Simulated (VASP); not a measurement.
The system is SnO2.

```
CELL_PARAMETERS angstrom
-2.02613 2.02613 5.18140
2.02613 -2.02613 5.18140
2.02613 2.02613 -5.18140
ATOMIC_POSITIONS crystal
Sn 0.75000 0.25000 0.50000
Sn 0.00000 0.00000 0.00000
O 0.79759 0.79759 0.00000
O 0.95241 0.45241 0.50000
O 0.20241 0.20241 0.00000
O 0.54759 0.04759 0.50000
```

| Property | Result |
| --- | --- |
| Program | VASP 6.6.1 |
| Task | relaxation of cell and atoms |
| Functional | LDA |
| Potentials or basis | VASP PAW LDA potentials, release 64 (Sn_d, O) |
| Cutoff | 600 eV |
| k mesh | 8 × 8 × 8 |
| Occupations | fermi-dirac, width 0.02 eV |
| Spin | no spin polarisation |

At the start: pressure -8.5 GPa; volume 14.18 Å³/atom.

**Question.** Where does the relaxation end?

**Answer.** Over 10 steps the energy falls by 20.5 meV/atom and the volume is 13.44 Å³/atom (-5.2 %); space group I4_1/amd (No. 141, to 0.1 Å) before and after.

Step by step:
```csv
step,energy change (eV),largest force (eV/Å),pressure (GPa),volume (Å³)
1,0.0000,0.2019,-8.54,85.08
2,0.0846,0.7981,13.47,76.11
3,-0.1174,0.1826,-0.29,81.02
4,-0.1175,0.1912,-0.12,80.94
5,-0.1229,0.0069,0.10,80.56
6,-0.1230,0.0180,0.04,80.61
7,-0.1231,0.0104,-0.05,80.64
8,-0.1231,0.0011,-0.18,80.69
9,-0.1232,0.0017,-0.12,80.67
10,-0.1232,0.0036,-0.02,80.62
```

Final structure:
```xyz
6
Lattice="-1.9879 1.9879 5.1003 1.9879 -1.9879 5.1003 1.9879 1.9879 -5.1003" Properties=species:S:1:pos:R:3 pbc="T T T"
Sn    0.0000    1.9879    2.5502
Sn    0.0000    0.0000    0.0000
O     0.0000    0.0000    8.1302
O     0.0000    1.9879    4.6206
O     0.0000    0.0000    2.0704
O     0.0000    1.9879    0.4797
```
